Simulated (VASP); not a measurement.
Set up this calculation in VASP 6.6.1, as the native input.

* Task: single point
* Functional: PBE
* Potentials or basis: VASP PAW PBE potentials, release 64 (Se, C)
* Cutoff: 600 eV
* k mesh: 5 × 5 × 3
* Occupations: fermi-dirac, width 0.01 eV
* Spin: no spin polarisation
* Dipole correction: no
* Further INCAR settings: ALGO = Normal; EDIFF = 1e-06; NBANDS = 25

The structure of CSe2 lies in POSCAR:

```
CSe2
1.0
    3.5697670000     -2.9947800000      0.0000000000
    3.5697670000      2.9947800000      0.0000000000
    0.0000000000      0.0000000000      9.4626520000
Se C
4 2
Direct
    0.2124220000      0.7875780000      0.8793850000
    0.7875780000      0.2124220000      0.1206150000
    0.2875780000      0.7124220000      0.3793850000
    0.7124220000      0.2875780000      0.6206150000
    0.0000000000      0.0000000000      0.0000000000
    0.5000000000      0.5000000000      0.5000000000
```

One way to write it, as run:

INCAR

```
ALGO = Normal
EDIFF = 1E-6
ENCUT = 600
GGA = PE
GGA_COMPAT = F
ISIF = 2
ISMEAR = -1
LASPH = T
LCHARG = F
LREAL = F
LWAVE = F
NBANDS = 25
NELM = 120
PREC = Accurate
SIGMA = 0.01
```

KPOINTS

```
k-points
0
Gamma
  5 5 3
```

Potentials or basis: VASP PAW PBE potentials, release 64 (Se, C).

Launch:

```bash
$ cat potpaw_PBE.64/Se/POTCAR potpaw_PBE.64/C/POTCAR > POTCAR
$ mpirun -np 1 vasp_std > vasp.out
```

It gave:

| Property | Result |
| --- | --- |
| Pressure | 0.2 GPa |
| Largest force | 0.056 eV/Å |
| Band gap on the k mesh | 2.39 eV (least direct gap 2.45 eV) |

Caveat: this functional lacks dispersion, which holds the molecules together, so the pressure and a relaxed volume are unreliable; an odd mesh through Γ misses points on the zone boundary, where band edges can lie.

Wall time 3 min on 1 thread of Intel Xeon 8259CL, with other jobs on the host, peak memory 0.38 GiB.
